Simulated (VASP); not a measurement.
# CuP (P-6m2) in VASP: relaxation of cell and atoms with PBE

Aim: the relaxation of cell and atoms of CuP with PBE.

All numbers are computed with VASP 6.6.1; they aren't measurements. Logs are shortened: lines on timing, memory, paths and dates and some standing lists are left out, and cuts for length are marked.

## (1) The cell of the first run

It takes space group P-6m2 (No. 187, hexagonal). The conventional cell has a = 3.703 Å, b = 3.703 Å, c = 2.520 Å, α = 90.00°, β = 90.00°, γ = 120.00°. Cu (site symmetry -6m2) has 6 P at 2.48 Å and 2 Cu at 2.52 Å within 3.3 Å. P (site symmetry -6m2) has 6 Cu at 2.48 Å and 2 P at 2.52 Å within 3.3 Å.

## (2) Relaxation of cell and atoms, PBE

The input, INCAR:

```
  ALGO = Normal
  EDIFF = 1E-6
  EDIFFG = -0.01
  ENCUT = 600
  GGA = PE
  IBRION = 2
  ISIF = 3
  ISMEAR = 0
  LASPH = True
  LCHARG = False
  LREAL = False
  LWAVE = False
  NELM = 80
  NSW = 100
  PREC = Accurate
  SIGMA = 0.1
```

The input, KPOINTS:

```
k-points
0
Gamma
  18 18 22
```

The input, POSCAR:

```
CuP
1.0
    3.7033304869      0.0000000000      0.0000000000
   -1.8516652434      3.2071782803      0.0000000000
    0.0000000000      0.0000000000      2.5196085485
Cu P
1 1
Direct
    0.0000000000      0.0000000000      0.0000000000
    0.6666666667      0.3333333333      0.5000000000
```

Potentials or basis: VASP PAW PBE potentials, release 64 (Cu, P).

Command:

```bash
$ cat potpaw_PBE.64/Cu/POTCAR potpaw_PBE.64/P/POTCAR > POTCAR
$ mpirun -np 1 vasp_std > vasp.out
```

OUTCAR:

```text
EDIFF = 1E-6
   EDIFFG = -0.01
   ENCUT = 600
   GGA = PE
   IBRION = 2
   ISIF = 3
   ISMEAR = 0
   LASPH = True
   LREAL = False
   NELM = 80
   NSW = 100
   PREC = Accurate

 ion  position               nearest neighbor table
   1  0.000  0.000  0.000-   2 2.48   2 2.48   2 2.48   2 2.48   2 2.48   2 2.48
   2  0.667  0.333  0.500-   1 2.48   1 2.48   1 2.48   1 2.48   1 2.48   1 2.48

  LATTYP: Found a hexagonal cell.
 ALAT       =     3.7033304869
 C/A-ratio  =     0.6803628673

  Lattice vectors:

 A1 = (   3.7033304869,   0.0000000000,   0.0000000000)
 A2 = (  -1.8516652434,   3.2071782803,   0.0000000000)
 A3 = (   0.0000000000,   0.0000000000,   2.5196085485)

Analysis of symmetry for initial positions (statically):
=====================================================================
 Subroutine PRICEL returns:
 Original cell was already a primitive cell.

 Routine SETGRP: Setting up the symmetry group for a
 hexagonal supercell.

 Subroutine GETGRP returns: Found 12 space group operations
 (whereof 12 operations were pure point group operations)
 out of a pool of 24 trial point group operations.

The static configuration has the point symmetry D_3h.

Analysis of symmetry for dynamics (positions and initial velocities):
=====================================================================
 Subroutine PRICEL returns:
 Original cell was already a primitive cell.

 Routine SETGRP: Setting up the symmetry group for a
 hexagonal supercell.

 Subroutine GETGRP returns: Found 12 space group operations
 (whereof 12 operations were pure point group operations)
 out of a pool of 24 trial point group operations.

The dynamic configuration has the point symmetry D_3h.

 Subroutine INISYM returns: Found 12 space group operations
 (whereof 12 operations are pure point group operations),
 and found     1 'primitive' translations

----------------------------------------------------------------------------------------

                                     Primitive cell

  volume of cell :      29.9260

  direct lattice vectors                    reciprocal lattice vectors
     3.703330487  0.000000000  0.000000000     0.270027210  0.155900283  0.000000000
    -1.851665243  3.207178280  0.000000000     0.000000000  0.311800565  0.000000000
     0.000000000  0.000000000  2.519608548     0.000000000  0.000000000  0.396887048

  length of vectors
     3.703330487  3.703330487  2.519608548     0.311800565  0.311800565  0.396887048

  position of ions in fractional coordinates (direct lattice)
     0.000000000  0.000000000  0.000000000
     0.666666667  0.333333333  0.500000000

  ion indices of the primitive-cell ions
   primitive index   ion index
                 1           1
                 2           2

----------------------------------------------------------------------------------------

 KPOINTS: k-points

Automatic generation of k-mesh.
 Grid dimensions read from file:
 generate k-points for:   18   18   22

 Generating k-lattice:

  Cartesian coordinates                     Fractional coordinates (reciprocal lattice)
     0.015001512  0.008661127  0.000000000     0.055555556  0.000000000  0.000000000
     0.000000000  0.017322254  0.000000000     0.000000000  0.055555556  0.000000000
     0.000000000  0.000000000  0.018040320     0.000000000  0.000000000  0.045454545

  Length of vectors
     0.017322254  0.017322254  0.018040320

  Shift w.r.t. Gamma in fractional coordinates (k-lattice)
     0.000000000  0.000000000  0.000000000

 Subroutine IBZKPT returns following result:
 ===========================================

 Found    444 irreducible k-points:

 Following reciprocal coordinates:
            Coordinates               Weight
  0.000000  0.000000  0.000000      1.000000
  0.055556 -0.000000  0.000000      6.000000
  0.111111 -0.000000  0.000000      6.000000
  0.166667  0.000000  0.000000      6.000000
  0.222222  0.000000  0.000000      6.000000
  0.277778 -0.000000  0.000000      6.000000
[... 16 lines left out ...]
  0.333333  0.111111  0.000000     12.000000
  0.388889  0.111111  0.000000     12.000000
 [... further k-points ...]
   k-points           NKPTS =    444   k-points in BZ     NKDIM =    444   number of bands    NBANDS=     12
   number of dos      NEDOS =    301   number of ions     NIONS =      2
   total plane-waves  NPLWV =  18000
   dimension x,y,z NGX =    30 NGY =   30 NGZ =   20
   dimension x,y,z NGXF=    60 NGYF=   60 NGZF=   40
   ions per type =               1   1
   NGX,Y,Z   is equivalent  to a cutoff of  13.47, 13.47, 13.20 a.u.
   NGXF,Y,Z  is equivalent  to a cutoff of  26.93, 26.93, 26.39 a.u.
 SYSTEM =  unknown system
   PREC   = accura    normal or accurate (medium, high low for compatibility)
   ISTART =      0    job   : 0-new  1-cont  2-samecut
   ICHARG =      2    charge: 1-file 2-atom 10-const
   ISPIN  =      1    spin polarized calculation?
   LNONCOLLINEAR =      F non collinear calculations
   LSORBIT =      F    spin-orbit coupling
   LASPH  =      T    aspherical Exc in radial PAW
   ENCUT  =  600.0 eV  44.10 Ry    6.64 a.u.   7.40  7.40  5.03*2*pi/ulx,y,z
   NELM   =     80;   NELMIN=  2; NELMDL= -5     # of ELM steps
   EDIFF  = 0.1E-05   stopping-criterion for ELM
   LREAL  =      F    real-space projection
   EDIFFG = -.1E-01   stopping-criterion for IOM
   NSW    =    100    number of steps for IOM
   IBRION =      2    ionic relax: 0-MD 1-quasi-New 2-CG
   NFREE  =      1    steps in history (QN), initial steepest desc. (CG)
   ISIF   =      3    stress and relaxation
   ISYM   =      2    0-nonsym 1-usesym 2-fastsym
   POTIM  = 0.5000    time-step for ionic-motion
   TEBEG  =    0.0;   TEEND  =   0.0 temperature during run
   PSTRESS=    0.0 pullay stress
   NELECT =      16.0000    total number of electrons
   NUPDOWN=      -1.0000    fix difference up-down
   EMIN   =  10.00;   EMAX   =-10.00  energy-range for DOS
   EFERMI =   0.00;   METHOD = LEGACY
   ISMEAR =     0;   SIGMA  =   0.10  broadening in eV -4-tet -1-fermi 0-gaus
   EFERMI_NEDOS =   21; number of points for ismear=-14 and -15
   IALGO  =     38    algorithm
   IMIX   =      4    mixing-type and parameters
     AMIX     =   0.40;   BMIX     =  1.00
     AMIX_MAG =   1.60;   BMIX_MAG =  1.00
  volume/ion in A,a.u.               =      14.96       100.98
  Fermi-wavevector in a.u.,A,eV,Ry     =   1.328715  2.510908 24.020874  1.765484
  Thomas-Fermi vector in A             =   2.457932
   LORBIT       =      0    0 simple, 1 ext, 2 COOP (PROOUT), +10 PAW based schemes
   GGA     = PE    functional components
   LHFCALC =     F    Hartree Fock is set to
   AEXX    =    0.0000 exact exchange contribution
   IVDW    =     0    specifies the selected vdW correction
   LEPSILON=     F    determine dielectric tensor
   LRPA    =     F    only Hartree local field effects (RPA)
 conjugate gradient relaxation of ions
 non-spin polarized calculation
 Gauss-broadening in eV      SIGMA  =   0.10
  energy-cutoff  :      600.00
  volume of cell :       29.93
 maximum number of plane-waves:      1030
 NGX is ok and might be reduce to    30
   NGX = 15   NGY = 15   NGZ = 11

--------------------------------------- Ionic step        1  -------------------------------------------

 number of electron      15.9999995 magnetization

 Free energy of the ion-electron system (eV)
  ---------------------------------------------------
  ext. energy  EPLUGINS =         0.00000000
  ---------------------------------------------------
  free energy    TOTEN  =        -8.93646854 eV

  energy without entropy =       -8.93175046  energy(sigma->0) =       -8.93410950

------------------------ aborting loop because EDIFF is reached ----------------------------------------

  FORCE on cell =-STRESS in cart. coord.  units (eV):
  Direction    XX          YY          ZZ          XY          YZ          ZX
  --------------------------------------------------------------------------------------
  -------------------------------------------------------------------------------------
  Total        0.2025303      0.2025303     -0.5002119      0.0000000     -0.0000000      0.0000000
  in kB       10.8430630     10.8430630    -26.7803295      0.0000000     -0.0000000      0.0000000
  external PRESSURE =      -1.6980678 kB  Pullay stress =       0.0000000 kB

 VOLUME and BASIS-vectors are now :
 -----------------------------------------------------------------------------
  energy-cutoff  :      600.00
  volume of cell :       29.93
      direct lattice vectors                 reciprocal lattice vectors
     3.703330487  0.000000000  0.000000000     0.270027210  0.155900283  0.000000000
    -1.851665243  3.207178280  0.000000000     0.000000000  0.311800565  0.000000000
     0.000000000  0.000000000  2.519608548     0.000000000  0.000000000  0.396887048
[... 109 lines left out ...]
 POSITION                                       TOTAL-FORCE (eV/Angst)
 -----------------------------------------------------------------------------------
     -1.87064      3.24004      0.00000        -0.000000      0.000000      0.000000
      1.87064      1.08001      1.24058         0.000000     -0.000000      0.000000
 -----------------------------------------------------------------------------------
    total drift:                                0.000000     -0.000000      0.000000

  FREE ENERGIE OF THE ION-ELECTRON SYSTEM (eV)
  ---------------------------------------------------
  free  energy   TOTEN  =        -8.9424112571 eV

  energy  without entropy=       -8.9382127185  energy(sigma->0) =       -8.94031199

--------------------------------------- Ionic step        5  -------------------------------------------

 number of electron      16.0000014 magnetization

 Free energy of the ion-electron system (eV)
  ---------------------------------------------------
  ext. energy  EPLUGINS =         0.00000000
  ---------------------------------------------------
  free energy    TOTEN  =        -8.94244488 eV

  energy without entropy =       -8.93825769  energy(sigma->0) =       -8.94035128

 E-fermi :   7.2556     XC(G=0): -11.1050

 val. band max:        7.2556013148   @ k =   0.0556  -0.0000   0.1818
 cond. band min:       7.2587584717   @ k =   0.3333   0.2778   0.4091
 fundamental gap:      0.0031571569
 Fermi energy:         7.2556328529

 k-point     1 :       0.0000    0.0000    0.0000
  band No.  band energies     occupation
      1      -6.6735      2.00000
      2       2.5867      2.00000
      3       2.5867      2.00000
      4       2.7858      2.00000
      5       4.5553      2.00000
      6       4.5553      2.00000
      7       6.9709      1.99994
      8       6.9709      1.99994
      9       8.7655      0.00000
     10      11.8760      0.00000
     11      11.8760      0.00000
     12      13.6176      0.00000

 k-point     2 :       0.0556   -0.0000    0.0000
  band No.  band energies     occupation
      1      -6.6450      2.00000
      2       2.4687      2.00000
      3       2.5984      2.00000
      4       2.8435      2.00000
      5       4.5521      2.00000
      6       4.5547      2.00000
      7       6.6931      2.00000
      8       6.8827      2.00000
      9       9.0505      0.00000
     10      11.8326      0.00000
     11      12.0272      0.00000
     12      13.6407      0.00000
[... 316 lines left out ...]
 k-point    24 :       0.3889    0.1111    0.0000
  band No.  band energies     occupation
      1      -5.4473      2.00000
      2       0.0284      2.00000
      3       2.7171      2.00000
      4       3.2679      2.00000
      5       4.0237      2.00000
      6       4.4599      2.00000
      7       4.5324      2.00000
      8       4.6925      2.00000
      9      10.3009      0.00000
     10      14.4770      0.00000
     11      15.8161      0.00000
     12      17.7279      0.00000

 [... further k-points ...]

------------------------ aborting loop because EDIFF is reached ----------------------------------------

  FORCE on cell =-STRESS in cart. coord.  units (eV):
  Direction    XX          YY          ZZ          XY          YZ          ZX
  --------------------------------------------------------------------------------------
  -------------------------------------------------------------------------------------
  Total       -0.0004908     -0.0004908      0.0031390     -0.0000000      0.0000000      0.0000000
  in kB       -0.0261870     -0.0261870      0.1674780     -0.0000000      0.0000000      0.0000000
  external PRESSURE =       0.0383680 kB  Pullay stress =       0.0000000 kB

 VOLUME and BASIS-vectors are now :
 -----------------------------------------------------------------------------
  energy-cutoff  :      600.00
  volume of cell :       30.03
      direct lattice vectors                 reciprocal lattice vectors
     3.738714475  0.000000000  0.000000000     0.267471615  0.154424809 -0.000000000
    -1.869357237  3.237821713  0.000000000    -0.000000000  0.308849618  0.000000000
     0.000000000 -0.000000000  2.480674598     0.000000000 -0.000000000  0.403116153

 POSITION                                       TOTAL-FORCE (eV/Angst)
 -----------------------------------------------------------------------------------
      0.00000     -0.00000      2.48067         0.000000     -0.000000      0.000000
      1.86936      1.07927      1.24034        -0.000000      0.000000     -0.000000
 -----------------------------------------------------------------------------------
    total drift:                                0.000000     -0.000000      0.000000

  FREE ENERGIE OF THE ION-ELECTRON SYSTEM (eV)
  ---------------------------------------------------
  free  energy   TOTEN  =        -8.9424448775 eV

  energy  without entropy=       -8.9382576862  energy(sigma->0) =       -8.94035128

 reached required accuracy - stopping structural energy minimisation
```

Run time: 3.4 min. Hardware: 1 thread of Intel Xeon 6975P-C (Granite Rapids), shared host; peak memory 0.34 GiB.

Results:

```yaml
Free_energy: -8.9424 eV
Relaxed_volume: 15.01 Å³/atom
Relaxed_cell: a = 3.739 Å, b = 3.739 Å, c = 2.481 Å, α = 90.00°, β = 90.00°, γ = 120.00°
Space_group_after_relaxing_to_0.1_Å: P-6m2 (No. 187)
Energy_gained_by_relaxing: 3.0 meV/atom
Ionic_steps: 5
Pressure_after_relaxing: 0.0 GPa
Band_gap_on_the_k_mesh: zero (bands 8 and 9 overlap by 2.80 eV)
```

Step by step:
| step | energy change (eV) | largest force (eV/Å) | pressure (GPa) | volume (Å³) |
| --- | --- | --- | --- | --- |
| 1 | 0.0000 | 0.0000 | -0.17 | 29.93 |
| 2 | -0.0052 | 0.0000 | 0.30 | 29.85 |
| 3 | -0.0056 | 0.0000 | 0.60 | 29.83 |
| 4 | -0.0059 | 0.0000 | -0.14 | 30.08 |
| 5 | -0.0060 | 0.0000 | 0.00 | 30.03 |

Final structure:
```xyz
2
Lattice="3.7387 0.0000 0.0000 -1.8694 3.2378 0.0000 0.0000 0.0000 2.4807" Properties=species:S:1:pos:R:3 pbc="T T T"
Cu    0.0000    0.0000    2.4807
P     1.8694    1.0793    1.2403
```

Levels at points of the mesh, in eV from the Fermi level:
| k point | band 5 | band 6 | band 7 | band 8 | band 9 | band 10 | band 11 | band 12 |
| --- | --- | --- | --- | --- | --- | --- | --- | --- |
| (0.00, 0.00, 0.00) | -2.70 | -2.70 | -0.28 | -0.28 | 1.51 | 4.62 | 4.62 | 6.36 |
| (0.50, 0.00, 0.00) | -3.19 | -2.80 | -2.72 | -2.45 | 2.25 | 7.22 | 10.28 | 10.62 |
| (0.00, 0.00, 0.50) | -3.33 | -3.33 | -1.74 | 2.04 | 2.04 | 6.31 | 7.23 | 7.23 |
| (0.50, 0.00, 0.50) | -3.02 | -2.76 | -2.59 | -1.40 | 1.61 | 2.19 | 4.85 | 5.95 |
